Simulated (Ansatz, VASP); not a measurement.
# One calculation of NiO, two programs

Contents of INCAR:

```
PREC = Accurate
ENCUT = 600
EDIFF = 1E-6
ISMEAR = -1
SIGMA = 0.05
LREAL = F
LASPH = T
NELM = 150
ALGO = Normal
ISIF = 3
LWAVE = F
LCHARG = F
ISPIN = 2
MAGMOM = 1 0
LORBIT = 11
LMAXMIX = 4
GGA = RE
IVDW = 12
IBRION = 2
NSW = 80
EDIFFG = -0.005
```

KPOINTS

```
Automatic mesh
0
Gamma
  11 11 11
```

File POSCAR:

```
NiO
1.0
    0.0000000000      2.0859016414      2.0859016414
    2.0859016414      0.0000000000      2.0859016414
    2.0859016414      2.0859016414      0.0000000000
Ni O
1 1
Direct
    0.0000000000      0.0000000000      0.0000000000
    0.5000000000      0.5000000000      0.5000000000
```

Contents of input.yaml:

```yaml
crystal:
  lattice:
    - [0.0, 2.0859016414, 2.0859016414]
    - [2.0859016414, 0.0, 2.0859016414]
    - [2.0859016414, 2.0859016414, 0.0]
  atoms:
    - { symbol: Ni, position: [0.0, 0.0, 0.0], spin: 1.0 }
    - { symbol: O, position: [0.5, 0.5, 0.5] }
kpoints:
  mp_grid: { grid: [11, 11, 11] }
scf:
  occupations: { method: fermi_dirac, width: 0.05 }
hamiltonian:
  xc: revpbe
  dispersion: d3bj
  pseudopotentials: { kind: all_electron, lapw: { basis_error: 0.001 } }
magnetization:
  spin_polarized: true
output:
  forces: true
  stress: true
relax:
  f_tol: 0.005
  max_steps: 60
  cell: {}
```

Alike in both runs: task relaxation of cell and atoms; functional revPBE; dispersion D3(BJ); k mesh 11 × 11 × 11; occupations fermi-dirac, width 0.05 eV; collinear spin.

|  | VASP | Ansatz |
| --- | --- | --- |
| version | VASP 6.6.1 | Ansatz 0.2.0 |
| potentials or method | VASP PAW PBE potentials, release 64 (Ni, O), cutoff 600 eV | all-electron LAPW, scalar-relativistic |

Ansatz gave:

* net moment per atom (μB): 0.94
* size of the moment on the site where the two differ most (μB): 1.55
* relaxed volume (Å³/atom): 9.27
* relaxed cell length with the largest relative difference (Å): 2.971

What did VASP give for the same quantities?

net moment per atom (μB): 0.91; size of the moment on the site where the two differ most (μB): 1.49; relaxed volume (Å³/atom): 9.24; relaxed cell length with the largest relative difference (Å): 2.967.

VASP's potentials were made for PBE, not for revPBE. Site moments also hang on the region over which each program counts them. Ansatz ran all-electron here, and VASP with PAW potentials.
